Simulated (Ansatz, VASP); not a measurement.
Given: the input of a run of VASP 6.6.1 on GeW.

The input INCAR:

```
SYSTEM = GeW
PREC = Accurate
ENCUT = 600
EDIFF = 1E-7
ISMEAR = -1
SIGMA = 0.05
LREAL = .False.
LASPH = .True.
NELM = 60
ALGO = Normal
ISIF = 3
LWAVE = .False.
LCHARG = .False.
GGA = RP
IVDW = 13
IBRION = 2
NSW = 60
EDIFFG = -0.01
```

File KPOINTS:

```
Automatic mesh
0
Gamma
  9 9 9
  0 0 0
```

The input POSCAR:

```
GeW
1.0
    0.0000000000      2.5776100000      2.5776100000
    2.5776100000      0.0000000000      2.5776100000
    2.5776100000      2.5776100000      0.0000000000
Ge W
1 1
Direct
    0.5000000000      0.5000000000      0.5000000000
    0.0000000000      0.0000000000      0.0000000000
```

Potentials or basis: VASP PAW PBE potentials, release 64 (Ge_d, W_sv).

Run with:

```console
$ cat potpaw_PBE.64/Ge_d/POTCAR potpaw_PBE.64/W_sv/POTCAR > POTCAR
$ mpirun -np 1 vasp_std > vasp.out
```

Q: Set up the same calculation for Ansatz 0.2.0. Potentials there: Ansatz PAW.

A: As run (the cutoff follows the program's own potentials):

The input input.yaml:

```yaml
crystal:
  lattice:
    - [0.0, 2.57761, 2.57761]
    - [2.57761, 0.0, 2.57761]
    - [2.57761, 2.57761, 0.0]
  atoms:
    - { symbol: Ge, position: [0.5, 0.5, 0.5] }
    - { symbol: W, position: [0.0, 0.0, 0.0] }
hamiltonian:
  xc: rpbe
  pseudopotentials: { kind: paw }
  dispersion: d4
kpoints:
  mp_grid: { grid: [9, 9, 9] }
scf:
  occupations: { method: fermi_dirac, width: 0.05 }
output:
  forces: true
  stress: true
  eigenvalues: true
relax:
  f_tol: 0.01
  max_steps: 40
  cell: { stress_tol: 0.05 }
```

Potentials or basis: Ansatz PAW.

Run with:

```console
$ ansatz run input.yaml --threads 2 --pin off --max-ram 5632MiB --backend cpu --events-out ev --progress --plain --runs-dir out
```

Both were run:

|  | VASP | Ansatz | Ansatz less VASP |
| --- | --- | --- | --- |
| gap on the k mesh at the Fermi level, each at its own relaxed structure (eV) | none | none | - |
| relaxed volume (Å³/atom) | 16.65 | 16.62 | -0.037 |
| relaxed cell length with the largest relative difference (Å) | 3.611 | 3.609 | -0.0027 |

VASP's potentials were made for PBE, not for RPBE. A gap of «none» marks a metal or a gap that the smearing closes.

Neither program's run includes spin-orbit coupling. Noted on Ansatz's run: the plane-wave basis is chosen anew once the cell has moved, so the energies of steps on either side of that aren't comparable.
